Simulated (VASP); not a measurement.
Write the native input for VASP 6.6.1 that does the following.

```
Task                   : single point
Functional             : PBEsol
Potentials or basis    : VASP PAW PBE potentials, release 64 (Sn_d, O)
Cutoff                 : 520 eV
k mesh                 : 6 × 6 × 4
Occupations            : fermi-dirac, width 0.1 eV
Spin                   : no spin polarisation
Dipole correction      : no
Further INCAR settings : ALGO = Normal; EDIFF = 1e-06; NBANDS = 28
```

The structure of SnO (Romarchite) lies in POSCAR:

```
SnO
1.0
    3.8485873114      0.0000000000      0.0000000000
    0.0000000000      3.8485873114      0.0000000000
    0.0000000000      0.0000000000      4.9045020420
Sn O
2 2
Direct
    0.5000000000      0.0000000000      0.2369000000
    0.0000000000      0.5000000000      0.7631000000
    0.0000000000      0.0000000000      0.0000000000
    0.5000000000      0.5000000000      0.0000000000
```

One way to write it, as run:

INCAR

```
SYSTEM = SnO
ALGO = Normal ; EDIFF = 1E-6
ENCUT = 520 ; GGA = PS
ISIF = 2 ; ISMEAR = -1
LASPH = .True. ; LCHARG = .False.
LREAL = .False. ; LWAVE = .False.
NBANDS = 28 ; NELM = 100
PREC = Accurate ; SIGMA = 0.1
```

KPOINTS

```
k-points
0
Gamma
  6 6 4
  0 0 0
```

Potentials or basis: VASP PAW PBE potentials, release 64 (Sn_d, O).

Launch:

```sh
$ cat potpaw_PBE.64/Sn_d/POTCAR potpaw_PBE.64/O/POTCAR > POTCAR
$ mpirun -np 1 vasp_std > vasp.out
```

Results of the run:

| Quantity | Value |
| --- | --- |
| Pressure | -2.8 GPa |
| Largest force | 0.217 eV/Å |
| Band gap on the k mesh | 0.19 eV, indirect (least direct gap 1.98 eV) |

Caveat: the PAW data sets were made with another functional, which shifts forces and pressure a little; spin-orbit coupling is left out, which moves the levels of the heavy elements.

Run time: 28 s on 1 thread of Intel(R) Xeon(R) 6975P-C (Granite Rapids) (shared host), peak memory 0.2 GiB.
